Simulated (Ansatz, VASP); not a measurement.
Bi in VASP and in Ansatz

```
Bi
1.0
     3.50777    0.00000    0.00000
    -1.75388    3.03781    0.00000
     0.00000    0.00000    5.88849
Bi
2
Direct
  0.33333 0.66667 0.25000
  0.66667 0.33333 0.75000
```

Alike in both runs: task relaxation of cell and atoms; functional PBE; k mesh 18 × 18 × 10; occupations gaussian, width 0.1 eV; no spin polarisation.

|  | VASP | Ansatz |
| --- | --- | --- |
| version | VASP 6.6.1 | Ansatz 0.2.0 |
| potentials or method | VASP PAW PBE potentials, release 64 (Bi_d), cutoff 600 eV | scalar-relativistic, plane waves, PAW |
| valence electrons in the cell | 30 | 30 |

|  | VASP | Ansatz | Ansatz less VASP |
| --- | --- | --- | --- |
| gap on the k mesh at the Fermi level, each at its own relaxed structure (eV) | none | none | - |
| relaxed volume (Å³/atom) | 31.71 | 31.68 | -0.026 |
| relaxed cell length with the largest relative difference (Å) | 5.906 | 5.874 | -0.0313 |

A gap of «none» marks a metal or a gap that the smearing closes.

Spin-orbit coupling is off throughout.
